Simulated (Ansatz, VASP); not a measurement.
# BaTiO3: VASP beside Ansatz

```
Ba Ti O
1.0
     3.98528    0.00000    0.00000
     0.00000    3.98528    0.00000
     0.00000    0.00000    4.20195
Ba Ti O
1 1 3
Direct
  0.00000 0.00000 0.98933
  0.50000 0.50000 0.47209
  0.50000 0.50000 0.04085
  0.50000 0.00000 0.52037
  0.00000 0.50000 0.52037
```

Alike in both runs: task electric field gradients; functional PBE; k mesh 6 × 6 × 6; occupations gaussian, width 0.05 eV; no spin polarisation.

```csv
,VASP,Ansatz
version,VASP 6.6.1,Ansatz 0.2.0
potentials or method,"VASP PAW PBE potentials, release 64 (Ba_sv, Ti_sv, O_h), cutoff 910 eV","scalar-relativistic, plane waves, PAW"
valence electrons in the cell,40,40
```

VASP gave:

```
gap on the k mesh at the Fermi level (eV)            : 1.79
least direct gap on the mesh (eV)                    : 2.36
rms of the force components (eV/Å)                   : 0.021
size of Vzz on the site where it differs most (V/Å²) : 20.9
```

Task: Estimate Ansatz's values.

Result: gap on the k mesh at the Fermi level (eV): 1.84; least direct gap on the mesh (eV): 2.39; rms of the force components (eV/Å): 0.001; size of Vzz on the site where it differs most (V/Å²): 23.7.

Atom by atom the forces differ by 0.021 eV/Å (rms over components).

Spin-orbit coupling is off throughout. Noted on VASP's run: the cutoff is short for stress, so the pressure is rough.
